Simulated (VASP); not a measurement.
Input of a VASP 6.6.1 run:

INCAR

```
PREC     = Accurate       # precision mode
ENCUT    = 520            # plane-wave cutoff, eV
EDIFF    = 1E-6           # SCF threshold, eV
ISMEAR   = 0              # smearing method
SIGMA    = 0.2            # smearing width, eV
LREAL    = False          # projectors in reciprocal space
LASPH    = True           # aspherical terms in the spheres
NELM     = 80             # most SCF steps
ALGO     = Normal         # electronic algorithm
ISIF     = 2              # what is computed and relaxed
LWAVE    = False          # write WAVECAR
LCHARG   = False          # write CHGCAR
GGA      = PE             # functional
NBANDS   = 55             # bands
```

Contents of KPOINTS:

```
regular mesh
0
Gamma
  7 7 1
```

File POSCAR:

```
Zn7O
1.0
    2.8999761191      0.0000000000      0.0000000000
   -1.4499880595      2.5114529895      0.0000000000
    0.0000000000      0.0000000000     16.1774191708
Zn O
7 1
Direct
    0.3333333333      0.6666666667      0.7345492804
    0.6666666667      0.3333333333      0.8717466266
    0.3333333333      0.6666666667      0.4606403921
    0.0000000000      0.0000000000      0.5961433711
    0.0000000000      0.0000000000      0.0019699063
    0.3333333333      0.6666666667      0.1854485080
    0.0000000000      0.0000000000      0.3223783649
    0.0000000000      0.0000000000      0.1211235506
```

Potentials or basis: VASP PAW PBE potentials, release 64 (Zn, O).

The run is started by

```sh
$ cat potpaw_PBE.64/Zn/POTCAR potpaw_PBE.64/O/POTCAR > POTCAR
$ mpirun -np 1 vasp_std > vasp.out
```

**Question.** Estimate the band gap on the k mesh.

**Answer.** Zero (bands 45 and 46 overlap by 1.26 eV).

**Question.** Predict the largest force.

**Answer.** 0.099 eV/Å.

Forces on the atoms (eV/Å):
```
Zn   0.000  0.000 -0.003
Zn   0.000  0.000 -0.010
Zn   0.000  0.000  0.000
Zn   0.000  0.000  0.005
Zn   0.000  0.000 -0.039
Zn   0.000  0.000  0.099
Zn   0.000  0.000  0.000
O    0.000  0.000 -0.051
```

Caveat: the k points lie up to 0.39 Å⁻¹ apart, too coarse for converged energies and pressures of a metal.
